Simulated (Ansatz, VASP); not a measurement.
# Nb3AlH4: VASP beside Ansatz

The input INCAR:

```
  PREC = Accurate
  ENCUT = 520
  EDIFF = 1E-7
  ISMEAR = -1
  SIGMA = 0.1445
  LREAL = F
  LASPH = T
  NELM = 100
  ALGO = Normal
  ISIF = 2
  LWAVE = F
  LCHARG = F
  GGA = PE
  NBANDS = 33
```

KPOINTS

```
Automatic mesh
0
Gamma
  10 10 4
```

POSCAR

```
Nb3AlH4
1.0
    3.1448550000      0.0000000000      0.0000000000
    0.0000000000      3.1684760000      0.0000000000
    0.0000000000      0.0000000000      8.5696130000
Nb Al H
3 1 4
Direct
    0.5000000000      0.0000000000      0.0000000000
    0.0000000000      0.0000000000      0.2992300000
    0.0000000000      0.0000000000      0.7007700000
    0.5000000000      0.5000000000      0.5000000000
    0.0000000000      0.5000000000      0.1077000000
    0.0000000000      0.5000000000      0.8923000000
    0.5000000000      0.5000000000      0.2214000000
    0.5000000000      0.5000000000      0.7786000000
```

Input for Ansatz:

```yaml
crystal:
  lattice:
    - [3.144855, 0.0, 0.0]
    - [0.0, 3.168476, 0.0]
    - [0.0, 0.0, 8.569613]
  atoms:
    - { symbol: Nb, position: [0.5, 0.0, 0.0] }
    - { symbol: Nb, position: [0.0, 0.0, 0.29923] }
    - { symbol: Nb, position: [0.0, 0.0, 0.70077] }
    - { symbol: Al, position: [0.5, 0.5, 0.5] }
    - { symbol: H, position: [0.0, 0.5, 0.1077] }
    - { symbol: H, position: [0.0, 0.5, 0.8923] }
    - { symbol: H, position: [0.5, 0.5, 0.2214] }
    - { symbol: H, position: [0.5, 0.5, 0.7786] }
  symmetry: { tolerance: 0.0003 }
kpoints:
  mp_grid: { grid: [10, 10, 4], shift: [0, 0, 0] }
  band_path:
    path:
      - [0.0, 0.0, 0.0]
      - [0.5, 0.0, 0.0]
      - [0.5, 0.5, 0.0]
      - [0.0, 0.5, 0.0]
      - [0.0, 0.0, 0.0]
      - [0.0, 0.0, 0.5]
      - [0.5, 0.0, 0.5]
      - [0.5, 0.5, 0.5]
      - [0.0, 0.5, 0.5]
      - [0.0, 0.0, 0.5]
      - [0.5, 0.0, 0.0]
    npoints: 6
magnetization:
  spin_polarized: false
scf:
  occupations: { method: fermi_dirac, width: 0.1445 }
  lower_state_search: "off"
  max_iter: 200
hamiltonian:
  pseudopotentials: { kind: paw }
  xc: pbe
basis:
  ecutwfc: 420
  fft_grid_basis: typed
output:
  forces: true
  stress: true
  eigenvalues: true
  bader: true
  populations: true
  elf: true
  write_potential: true
  volumetric_format: npy
  dos:
    e_range: [-12, 8]
    de: 0.05
    projected: { site_lists: { Al: [Al], H: [H], Nb: [Nb] } }
checkpoint:
  read: saved_state
```

Alike in both runs: task single point; functional PBE; k mesh 10 × 10 × 4; occupations fermi-dirac, width 0.1445 eV; no spin polarisation.

```csv
,VASP,Ansatz
version,VASP 6.6.1,Ansatz 0.2.0
potentials or method,"VASP PAW PBE potentials, release 64 (Nb_sv, Al, H), cutoff 520 eV",PAW plane waves
valence electrons in the cell,46,46
```

```csv
,VASP,Ansatz,Ansatz less VASP
pressure (GPa),-9.5,-9.3,+0.25
"traceless stress, the component that is largest in VASP (GPa)",-7.41,-7.40,+0.007
rms of the force components (eV/Å),0.365,0.364,-0.0008
```

Atom by atom the forces differ by 0.001 eV/Å (rms over components). The functional is the same, so the differences come from potentials, cutoffs and numerics.
